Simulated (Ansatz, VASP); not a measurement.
Co3Si2 in VASP and in Ansatz

```
Co Si
1.0
     3.51555    0.00000    0.00000
    -1.75777    3.04455    0.00000
     0.00000    0.00000    5.46962
Co Si
3 2
Direct
  0.00000 0.00000 0.00000
  0.33333 0.66667 0.64500
  0.66667 0.33333 0.35500
  0.33333 0.66667 0.24500
  0.66667 0.33333 0.75500
```

Alike in both runs: task relaxation of cell and atoms; functional PBE; k mesh 6 × 6 × 4; occupations gaussian, width 0.1 eV; no spin polarisation.

|  | VASP | Ansatz |
| --- | --- | --- |
| version | VASP 6.6.1 | Ansatz 0.2.0 |
| potentials or method | VASP PAW PBE potentials, release 64 (Co, Si), cutoff 600 eV | scalar-relativistic, plane waves, PAW |
| valence electrons in the cell | 35 | 59 |

Ansatz gave:

```
gap on the k mesh at the Fermi level, each at its own relaxed structure (eV) : none
relaxed volume (Å³/atom)                                                     : 11.60
relaxed cell length with the largest relative difference (Å)                 : 4.721
```

Question: Estimate VASP's values.

Answer: gap on the k mesh at the Fermi level, each at its own relaxed structure (eV): none; relaxed volume (Å³/atom): 11.60; relaxed cell length with the largest relative difference (Å): 4.720.

A gap of «none» marks a metal or a gap that the smearing closes. VASP's potentials hold 35 valence electrons a cell and Ansatz's 59, so a difference there can come from the potentials and not from the codes.
